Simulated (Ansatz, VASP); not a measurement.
# Two plane-wave programs on YbSe2

Contents of INCAR:

```
PREC = Accurate ; ENCUT = 520
EDIFF = 1E-6 ; ISMEAR = 0
SIGMA = 0.05 ; LREAL = False
LASPH = True ; NELM = 150
ALGO = Normal ; ISIF = 2
LWAVE = False ; LCHARG = False
ISPIN = 2 ; MAGMOM = 0.05 0 0
LORBIT = 11 ; LMAXMIX = 6
GGA = PS ; NBANDS = 29
```

The input KPOINTS:

```
Automatic mesh
0
Gamma
  8 8 8
```

The input POSCAR:

```
YbSe2
1.0
    0.0000000000      3.3178760433      3.3178760433
    3.3178760433      0.0000000000      3.3178760433
    3.3178760433      3.3178760433      0.0000000000
Yb Se
1 2
Direct
    0.0000000000      0.0000000000      0.0000000000
    0.2500000000      0.2500000000      0.2500000000
    0.7500000000      0.7500000000      0.7500000000
```

Input for Ansatz:

```yaml
crystal:
  lattice:
    - [0.0, 3.3178760433, 3.3178760433]
    - [3.3178760433, 0.0, 3.3178760433]
    - [3.3178760433, 3.3178760433, 0.0]
  atoms:
    - { symbol: Yb, position: [0.0, 0.0, 0.0], spin: 0.05 }
    - { symbol: Se, position: [0.25, 0.25, 0.25] }
    - { symbol: Se, position: [0.75, 0.75, 0.75] }
basis:
  ecutwfc: 420
  ecutrho_ratio: 4
kpoints:
  mp_grid: { grid: [8, 8, 8] }
hamiltonian:
  xc: pbesol
scf:
  occupations: { method: gaussian, width: 0.05 }
output:
  forces: true
  stress: true
  eigenvalues: true
  populations: true
magnetization:
  spin_polarized: true
```

Alike in both runs: task single point; functional PBEsol; k mesh 8 × 8 × 8; occupations gaussian, width 0.05 eV; collinear spin.

|  | VASP | Ansatz |
| --- | --- | --- |
| version | VASP 6.6.1 | Ansatz 0.2.0 |
| potentials or method | VASP PAW PBE potentials, release 64 (Yb, Se), cutoff 520 eV | scalar-relativistic, plane waves, PAW |
| valence electrons in the cell | 36 | 56 |

```tsv
	VASP	Ansatz	Ansatz less VASP
gap on the k mesh at the Fermi level (eV)	none	none	-
pressure (GPa)	1.5	1.2	-0.29
net moment per atom (μB)	0.00	0.00	0.000
```

VASP's potentials were made for PBE, not for PBEsol. A gap of «none» marks a metal or a gap that the smearing closes. The functional is the same, so the differences come from potentials, cutoffs and numerics. VASP's potentials hold 36 valence electrons a cell and Ansatz's 56, so a difference there can come from the potentials and not from the codes. Ansatz's warnings: given moment on shells, seeded moment not kept.

Spin-orbit coupling is off throughout.
